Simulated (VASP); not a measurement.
Write the native input for VASP 6.6.1 that does the following.

| Quantity | Value |
| --- | --- |
| Task | single point |
| Functional | r2SCAN |
| Potentials or basis | VASP PAW PBE potentials, release 64 (N, Ga_d) |
| Cutoff | 520 eV |
| k mesh | 8 × 8 × 1 |
| Occupations | gaussian, width 0.05 eV |
| Spin | no spin polarisation |
| Dipole correction | yes |
| Further INCAR settings | ALGO = Normal; EDIFF = 1e-06; NBANDS = 58 |

Ga5N6, a slab with vacuum:

```
N Ga
1.0
     3.18073    0.00000    0.00000
     0.00000    3.18073    0.00000
     0.00000    0.00000   26.24558
N Ga
6 5
Direct
  0.00000 0.50000 0.28576
  0.50000 0.00000 0.37146
  0.00000 0.50000 0.45715
  0.50000 0.00000 0.54285
  0.00000 0.50000 0.62854
  0.50000 0.00000 0.71424
  0.50000 0.50000 0.32861
  0.00000 0.00000 0.41430
  0.50000 0.50000 0.50000
  0.00000 0.00000 0.58570
  0.50000 0.50000 0.67139
```

The input as run:

POSCAR

```
Ga5N6
1.0
    3.1807290383      0.0000000000      0.0000000000
    0.0000000000      3.1807290383      0.0000000000
    0.0000000000      0.0000000000     26.2455753606
N Ga
6 5
Direct
    0.0000000000      0.5000000000      0.2857624532
    0.5000000000      0.0000000000      0.3714574719
    0.0000000000      0.5000000000      0.4571524906
    0.5000000000      0.0000000000      0.5428475094
    0.0000000000      0.5000000000      0.6285425281
    0.5000000000      0.0000000000      0.7142375468
    0.5000000000      0.5000000000      0.3286099625
    0.0000000000      0.0000000000      0.4143049813
    0.5000000000      0.5000000000      0.5000000000
    0.0000000000      0.0000000000      0.5856950187
    0.5000000000      0.5000000000      0.6713900375
```

INCAR.step1

```
PREC     = Accurate       # precision mode
ENCUT    = 520            # plane-wave cutoff, eV
ISMEAR   = 0              # smearing method
SIGMA    = 0.05           # smearing width, eV
LREAL    = False          # projectors in reciprocal space
LASPH    = True           # aspherical terms in the spheres
NELM     = 80             # most SCF steps
LDIPOL   = True         
IDIPOL   = 3            
DIPOL    = 0.5 0.5 0.500
NBANDS   = 58             # bands
GGA      = PE             # functional
ALGO     = Normal         # electronic algorithm
EDIFF    = 1E-4           # SCF threshold, eV
LWAVE    = True           # write WAVECAR
LCHARG   = False          # write CHGCAR
```

INCAR.step2

```
PREC     = Accurate       # precision mode
ENCUT    = 520            # plane-wave cutoff, eV
EDIFF    = 1E-6           # SCF threshold, eV
ISMEAR   = 0              # smearing method
SIGMA    = 0.05           # smearing width, eV
LREAL    = False          # projectors in reciprocal space
LASPH    = True           # aspherical terms in the spheres
NELM     = 80             # most SCF steps
ALGO     = Normal         # electronic algorithm
ISIF     = 2              # what is computed and relaxed
LWAVE    = False          # write WAVECAR
LCHARG   = True           # write CHGCAR
LDIPOL   = True         
IDIPOL   = 3            
DIPOL    = 0.5 0.5 0.500
METAGGA  = R2SCAN         # meta-GGA
LMIXTAU  = True         
LELF     = True           # ELF
LVHAR    = True         
LVACPOTAV= True         
NBANDS   = 58             # bands
ISTART   = 1
```

KPOINTS

```
Automatic mesh
0
Gamma
  8 8 1
```

Potentials or basis: VASP PAW PBE potentials, release 64 (N, Ga_d).

Launch:

```bash
$ cat potpaw_PBE.64/N/POTCAR potpaw_PBE.64/Ga_d/POTCAR > POTCAR
$ cp INCAR.step1 INCAR
$ mpirun -np 1 vasp_std > vasp.out
$ cp INCAR.step2 INCAR
$ mpirun -np 1 vasp_std > vasp.out
```

It gave:

```
Largest force                   : 1.801 eV/Å
Band gap on the k mesh          : zero (an odd number of electrons rules out a gap without spin polarisation)
Work function of the upper face : 8.60 eV
Work function of the lower face : 8.60 eV
```

Caveat: the PAW data sets were made with another functional, which shifts forces and pressure a little; an odd number of electrons without spin polarisation forces a metal; a magnetic or distorted state may lie lower.

Run time: 9.3 min on 1 thread of Intel(R) Xeon(R) 6975P-C (Granite Rapids), with other jobs on the host, peak memory 0.47 GiB.
